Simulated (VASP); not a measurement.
# Pd (Im-3m) in VASP: further runs

Runs on Pd. Level: r2SCAN. Tasks: single point.

Everything below comes from runs of VASP 6.6.1. Logs are shortened: lines on timing, memory, paths and dates and some standing lists are left out, and cuts for length are marked.

## Step 1: The cell of the first run

The structure is cubic, space group Im-3m (No. 229). Conventional cell: a = 3.080 Å, b = 3.080 Å, c = 3.080 Å, α = 90.00°, β = 90.00°, γ = 90.00°. Within 3.5 Å of Pd (site symmetry m-3m) lie 14 Pd at 2.67 to 3.08 Å.

## Step 2: Single point, r2SCAN

The input, POSCAR:

```
Pd
1.0
   -1.5401846266      1.5401846266      1.5401846266
    1.5401846266     -1.5401846266      1.5401846266
    1.5401846266      1.5401846266     -1.5401846266
Pd
1
Direct
    0.0000000000      0.0000000000      0.0000000000
```

The input, INCAR.step1:

```
ALGO     = Normal         # electronic algorithm
EDIFF    = 1E-4           # SCF threshold, eV
ENCUT    = 520            # plane-wave cutoff, eV
GGA      = PE             # functional
ISMEAR   = -1             # smearing method
LASPH    = T              # aspherical terms in the spheres
LCHARG   = F              # write CHGCAR
LREAL    = F              # projectors in reciprocal space
LWAVE    = T              # write WAVECAR
NBANDS   = 11             # bands
NELM     = 80             # most SCF steps
PREC     = Accurate       # precision mode
SIGMA    = 0.05           # smearing width, eV
```

The input, INCAR.step2:

```
ALGO     = Normal         # electronic algorithm
EDIFF    = 1E-6           # SCF threshold, eV
ENCUT    = 520            # plane-wave cutoff, eV
ISIF     = 2              # what is computed and relaxed
ISMEAR   = -1             # smearing method
ISTART   = 1            
LASPH    = T              # aspherical terms in the spheres
LCHARG   = F              # write CHGCAR
LMIXTAU  = T            
LREAL    = F              # projectors in reciprocal space
LWAVE    = F              # write WAVECAR
METAGGA  = R2SCAN         # meta-GGA
NBANDS   = 11             # bands
NELM     = 80             # most SCF steps
PREC     = Accurate       # precision mode
SIGMA    = 0.05           # smearing width, eV
```

The input, KPOINTS:

```
k-points
0
Gamma
  10 10 10
```

Potentials or basis: VASP PAW PBE potentials, release 64 (Pd).

Command:

```sh
$ cat potpaw_PBE.64/Pd/POTCAR > POTCAR
$ cp INCAR.step1 INCAR
$ mpirun -np 1 vasp_std > vasp.out
$ cp INCAR.step2 INCAR
$ mpirun -np 1 vasp_std > vasp.out
```

OUTCAR:

```text
EDIFF = 1E-6
   ENCUT = 520
   ISIF = 2
   ISMEAR = -1
   ISTART = 1
   LASPH = T
   LREAL = F
   METAGGA = R2SCAN
   NELM = 80
   PREC = Accurate

 ion  position               nearest neighbor table
   1  0.000  0.000  0.000-

  LATTYP: Found a body centered cubic cell.
 ALAT       =     3.0803692532

  Lattice vectors:

 A1 = (  -1.5401846266,   1.5401846266,   1.5401846266)
 A2 = (   1.5401846266,  -1.5401846266,   1.5401846266)
 A3 = (   1.5401846266,   1.5401846266,  -1.5401846266)

Analysis of symmetry for initial positions (statically):
=====================================================================
 Subroutine PRICEL returns:
 Original cell was already a primitive cell.

 Routine SETGRP: Setting up the symmetry group for a
 body centered cubic supercell.

 Subroutine GETGRP returns: Found 48 space group operations
 (whereof 48 operations were pure point group operations)
 out of a pool of 48 trial point group operations.

The static configuration has the point symmetry O_h .

Analysis of symmetry for dynamics (positions and initial velocities):
=====================================================================
 Subroutine PRICEL returns:
 Original cell was already a primitive cell.

 Routine SETGRP: Setting up the symmetry group for a
 body centered cubic supercell.

 Subroutine GETGRP returns: Found 48 space group operations
 (whereof 48 operations were pure point group operations)
 out of a pool of 48 trial point group operations.

The dynamic configuration has the point symmetry O_h .

 Subroutine INISYM returns: Found 48 space group operations
 (whereof 48 operations are pure point group operations),
 and found     1 'primitive' translations

----------------------------------------------------------------------------------------

                                     Primitive cell

  volume of cell :      14.6143

  direct lattice vectors                    reciprocal lattice vectors
    -1.540184627  1.540184627  1.540184627     0.000000000  0.324636405  0.324636405
     1.540184627 -1.540184627  1.540184627     0.324636405  0.000000000  0.324636405
     1.540184627  1.540184627 -1.540184627     0.324636405  0.324636405  0.000000000

  length of vectors
     2.667678026  2.667678026  2.667678026     0.459105207  0.459105207  0.459105207

  position of ions in fractional coordinates (direct lattice)
     0.000000000  0.000000000  0.000000000

  ion indices of the primitive-cell ions
   primitive index   ion index
                 1           1

----------------------------------------------------------------------------------------

 KPOINTS: k-points

Automatic generation of k-mesh.
 Grid dimensions read from file:
 generate k-points for:   10   10   10

 Generating k-lattice:

  Cartesian coordinates                     Fractional coordinates (reciprocal lattice)
     0.000000000  0.032463640  0.032463640     0.100000000  0.000000000  0.000000000
     0.032463640  0.000000000  0.032463640     0.000000000  0.100000000  0.000000000
     0.032463640  0.032463640  0.000000000     0.000000000  0.000000000  0.100000000

  Length of vectors
     0.045910521  0.045910521  0.045910521

  Shift w.r.t. Gamma in fractional coordinates (k-lattice)
     0.000000000  0.000000000  0.000000000

 Subroutine IBZKPT returns following result:
 ===========================================

 Found     47 irreducible k-points:

 Following reciprocal coordinates:
            Coordinates               Weight
  0.000000  0.000000  0.000000      1.000000
  0.100000  0.000000  0.000000     12.000000
  0.200000  0.000000  0.000000     12.000000
  0.300000  0.000000  0.000000     12.000000
  0.400000  0.000000  0.000000     12.000000
  0.500000  0.000000  0.000000      6.000000
[... 16 lines left out ...]
  0.300000  0.300000  0.100000      8.000000
 -0.300000  0.300000  0.100000     24.000000
 [... further k-points ...]
   k-points           NKPTS =     47   k-points in BZ     NKDIM =     47   number of bands    NBANDS=     11
   number of dos      NEDOS =    301   number of ions     NIONS =      1
   total plane-waves  NPLWV =   8000
   dimension x,y,z NGX =    20 NGY =   20 NGZ =   20
   dimension x,y,z NGXF=    40 NGYF=   40 NGZF=   40
   ions per type =               1
   NGX,Y,Z   is equivalent  to a cutoff of  12.46, 12.46, 12.46 a.u.
   NGXF,Y,Z  is equivalent  to a cutoff of  24.93, 24.93, 24.93 a.u.
 SYSTEM =  unknown system
   PREC   = accura    normal or accurate (medium, high low for compatibility)
   ISTART =      1    job   : 0-new  1-cont  2-samecut
   ICHARG =      0    charge: 1-file 2-atom 10-const
   ISPIN  =      1    spin polarized calculation?
   LNONCOLLINEAR =      F non collinear calculations
   LSORBIT =      F    spin-orbit coupling
   LASPH  =      T    aspherical Exc in radial PAW
   ENCUT  =  520.0 eV  38.22 Ry    6.18 a.u.   4.96  4.96  4.96*2*pi/ulx,y,z
   NELM   =     80;   NELMIN=  2; NELMDL=  0     # of ELM steps
   EDIFF  = 0.1E-05   stopping-criterion for ELM
   LREAL  =      F    real-space projection
   EDIFFG = 0.1E-04   stopping-criterion for IOM
   NSW    =      0    number of steps for IOM
   IBRION =     -1    ionic relax: 0-MD 1-quasi-New 2-CG
   NFREE  =      0    steps in history (QN), initial steepest desc. (CG)
   ISIF   =      2    stress and relaxation
   ISYM   =      2    0-nonsym 1-usesym 2-fastsym
   POTIM  = 0.5000    time-step for ionic-motion
   TEBEG  =    0.0;   TEEND  =   0.0 temperature during run
   PSTRESS=    0.0 pullay stress
   NELECT =      10.0000    total number of electrons
   NUPDOWN=      -1.0000    fix difference up-down
   EMIN   =  10.00;   EMAX   =-10.00  energy-range for DOS
   EFERMI =   0.00;   METHOD = LEGACY
   ISMEAR =    -1;   SIGMA  =   0.05  broadening in eV -4-tet -1-fermi 0-gaus
   EFERMI_NEDOS =   21; number of points for ismear=-14 and -15
   IALGO  =     38    algorithm
   IMIX   =      4    mixing-type and parameters
     AMIX     =   0.40;   BMIX     =  1.00
     AMIX_MAG =   1.60;   BMIX_MAG =  1.00
  volume/ion in A,a.u.               =      14.61        98.62
  Fermi-wavevector in a.u.,A,eV,Ry     =   1.442609  2.726136 28.315377  2.081121
  Thomas-Fermi vector in A             =   2.561110
   LORBIT       =      0    0 simple, 1 ext, 2 COOP (PROOUT), +10 PAW based schemes
   METAGGA = R2SCAN    functional components
   LHFCALC =     F    Hartree Fock is set to
   AEXX    =    0.0000 exact exchange contribution
   IVDW    =     0    specifies the selected vdW correction
   LEPSILON=     F    determine dielectric tensor
   LRPA    =     F    only Hartree local field effects (RPA)
 non-spin polarized calculation
  energy-cutoff  :      520.00
  volume of cell :       14.61
 maximum number of plane-waves:       410
   NGX =  9   NGY =  9   NGZ =  9

 number of electron       9.9999998 magnetization

 Free energy of the ion-electron system (eV)
  ---------------------------------------------------
  ext. energy  EPLUGINS =         0.00000000
  ---------------------------------------------------
  free energy    TOTEN  =       -22.90430646 eV

  energy without entropy =      -22.89441672  energy(sigma->0) =      -22.89936159

 E-fermi :   9.8060     XC(G=0): -14.1821

 val. band max:        9.7861085508   @ k =  -0.4000   0.4000   0.2000
 cond. band min:       9.8718947278   @ k =  -0.4000   0.5000   0.3000
 fundamental gap:      0.0857861769
 Fermi energy:         9.8059602777

 k-point     1 :       0.0000    0.0000    0.0000
  band No.  band energies     occupation
      1       2.5238      2.00000
      2       6.6778      2.00000
      3       6.6778      2.00000
      4       6.6778      2.00000
      5       8.7121      2.00000
      6       8.7121      2.00000
      7      30.1569      0.00000
      8      30.1569      0.00000
      9      30.1569      0.00000
     10      32.3525      0.00000
     11      39.0878      0.00000

 k-point     2 :       0.1000    0.0000    0.0000
  band No.  band energies     occupation
      1       2.9182      2.00000
      2       6.5442      2.00000
      3       6.6833      2.00000
      4       6.9643      2.00000
      5       8.5665      2.00000
      6       8.7227      2.00000
      7      29.8648      0.00000
      8      30.1718      0.00000
      9      30.6359      0.00000
     10      32.3429      0.00000
     11      36.6752      0.00000

 k-point     3 :       0.2000    0.0000    0.0000
  band No.  band energies     occupation
      1       3.8970      2.00000
      2       6.2093      2.00000
      3       6.7602      2.00000
      4       7.7668      2.00000
      5       8.3804      2.00000
      6       8.7627      2.00000
      7      27.8970      0.00000
      8      29.3760      0.00000
      9      31.9110      0.00000
     10      32.3239      0.00000
     11      35.5348      0.00000

 k-point     4 :       0.3000    0.0000    0.0000
  band No.  band energies     occupation
      1       4.5091      2.00000
      2       5.8215      2.00000
      3       7.6984      2.00000
      4       8.4568      2.00000
      5       8.8381      2.00000
      6       8.8941      2.00000
      7      24.1418      0.00000
      8      27.6538      0.00000
      9      32.1601      0.00000
     10      32.3247      0.00000
     11      33.5270      0.00000
[... 239 lines left out ...]
 k-point    22 :      -0.2000    0.2000    0.1000
  band No.  band energies     occupation
      1       4.2439      2.00000
      2       6.4772      2.00000
      3       6.7800      2.00000
      4       7.6908      2.00000
      5       7.8553      2.00000
      6       9.1069      2.00000
      7      28.1163      0.00000
      8      29.3646      0.00000
      9      31.3405      0.00000
     10      32.3284      0.00000
     11      33.3474      0.00000

 k-point    23 :       0.3000    0.3000    0.1000
  band No.  band energies     occupation
      1       5.2925      2.00000
      2       6.4322      2.00000
      3       6.4322      2.00000
      4       8.9629      2.00000
      5       8.9629      2.00000
      6      18.4298      0.00000
      7      18.4298      0.00000
      8      18.9736      0.00000
      9      24.7945      0.00000
     10      32.3991      0.00000
     11      37.7993      0.00000

 k-point    24 :      -0.3000    0.3000    0.1000
  band No.  band energies     occupation
      1       4.8235      2.00000
      2       6.1169      2.00000
      3       7.1045      2.00000
      4       8.1298      2.00000
      5       8.8267      2.00000
      6       9.5525      1.98751
      7      24.3961      0.00000
      8      27.7427      0.00000
      9      30.2262      0.00000
     10      32.3453      0.00000
     11      34.4841      0.00000

 [... further k-points ...]

------------------------ aborting loop because EDIFF is reached ----------------------------------------

  FORCE on cell =-STRESS in cart. coord.  units (eV):
  Direction    XX          YY          ZZ          XY          YZ          ZX
  --------------------------------------------------------------------------------------
  -------------------------------------------------------------------------------------
  Total        0.5823632      0.5823632      0.5823632      0.0000000     -0.0000000     -0.0000000
  in kB       63.8448933     63.8448933     63.8448933      0.0000000     -0.0000000     -0.0000000
  external PRESSURE =      63.8448933 kB  Pullay stress =       0.0000000 kB

 VOLUME and BASIS-vectors are now :
 -----------------------------------------------------------------------------
  energy-cutoff  :      520.00
  volume of cell :       14.61
      direct lattice vectors                 reciprocal lattice vectors
    -1.540184627  1.540184627  1.540184627     0.000000000  0.324636405  0.324636405
     1.540184627 -1.540184627  1.540184627     0.324636405  0.000000000  0.324636405
     1.540184627  1.540184627 -1.540184627     0.324636405  0.324636405  0.000000000

 POSITION                                       TOTAL-FORCE (eV/Angst)
 -----------------------------------------------------------------------------------
      0.00000      0.00000      0.00000         0.000000     -0.000000     -0.000000
 -----------------------------------------------------------------------------------
    total drift:                                0.000000     -0.000000      0.000000

  FREE ENERGIE OF THE ION-ELECTRON SYSTEM (eV)
  ---------------------------------------------------
  free  energy   TOTEN  =       -22.9043064633 eV

  energy  without entropy=      -22.8944167222  energy(sigma->0) =      -22.89936159
```

Run time: 46 s. Hardware: 1 thread of AMD EPYC 7R13, shared host; peak memory 0.1 GiB.

Results:

| Item | Value |
| --- | --- |
| Free energy | -22.9043 eV |
| Pressure | 6.4 GPa |
| Band gap on the k mesh | zero (band 5 reaches 10.43 eV, above the bottom of band 6 at 8.71 eV) |

Caveat: the PAW data sets were made with another functional, which shifts forces and pressure a little.

## Step 3: Single point, r2SCAN

This run uses another cell than the first one, of 14.93 Å³/atom, 1.021 times its volume.

The input, POSCAR:

```
Pd
1.0
   -1.5510313546      1.5510313546      1.5510313546
    1.5510313546     -1.5510313546      1.5510313546
    1.5510313546      1.5510313546     -1.5510313546
Pd
1
Direct
    0.0000000000      0.0000000000      0.0000000000
```

The input, INCAR.step1:

```
SYSTEM = Pd
PREC = Accurate
ENCUT = 520
ISMEAR = -1
SIGMA = 0.05
LREAL = .FALSE.
LASPH = .TRUE.
NELM = 60
NBANDS = 11
GGA = PE
ALGO = Normal
EDIFF = 1E-4
LWAVE = .TRUE.
LCHARG = .FALSE.
```

The input, INCAR.step2:

```
SYSTEM = Pd
PREC = Accurate
ENCUT = 520
EDIFF = 1E-6
ISMEAR = -1
SIGMA = 0.05
LREAL = .FALSE.
LASPH = .TRUE.
NELM = 60
ALGO = Normal
ISIF = 2
LWAVE = .FALSE.
LCHARG = .TRUE.
METAGGA = R2SCAN
LMIXTAU = .TRUE.
LELF = .TRUE.
LVHAR = .TRUE.
NBANDS = 11
ISTART = 1
```

The input, KPOINTS:

```
regular mesh
0
G
  10 10 10
  0 0 0
```

Potentials or basis: VASP PAW PBE potentials, release 64 (Pd).

Command:

```sh
$ cat potpaw_PBE.64/Pd/POTCAR > POTCAR
$ cp INCAR.step1 INCAR
$ mpirun -np 1 vasp_std > vasp.out
$ cp INCAR.step2 INCAR
$ mpirun -np 1 vasp_std > vasp.out
```

Wall time 51 s (1 thread of AMD EPYC 7R13, shared host); peak memory 0.1 GiB.

It converged, with:

```
Free energy            : -22.9126 eV
Pressure               : 2.1 GPa
Band gap on the k mesh : zero (band 5 reaches 10.05 eV, above the bottom of band 6 at 8.40 eV)
```

Levels at points of the mesh, in eV from the Fermi level:
| k point | band 2 | band 3 | band 4 | band 5 | band 6 | band 7 | band 8 | band 9 |
| --- | --- | --- | --- | --- | --- | --- | --- | --- |
| (0.00, 0.00, 0.00) | -3.02 | -3.02 | -3.02 | -1.06 | -1.06 | 20.30 | 20.30 | 20.30 |
| (0.50, 0.00, 0.00) | -4.24 | -1.11 | -0.82 | 0.60 | 1.67 | 8.25 | 15.89 | 18.62 |
| (0.50, 0.50, 0.50) | -5.37 | 0.20 | 0.20 | 0.20 | 9.74 | 9.74 | 9.74 | 18.28 |

Caveat: the PAW data sets were made with another functional, which shifts forces and pressure a little.

(Continued in part 2 of 2.)
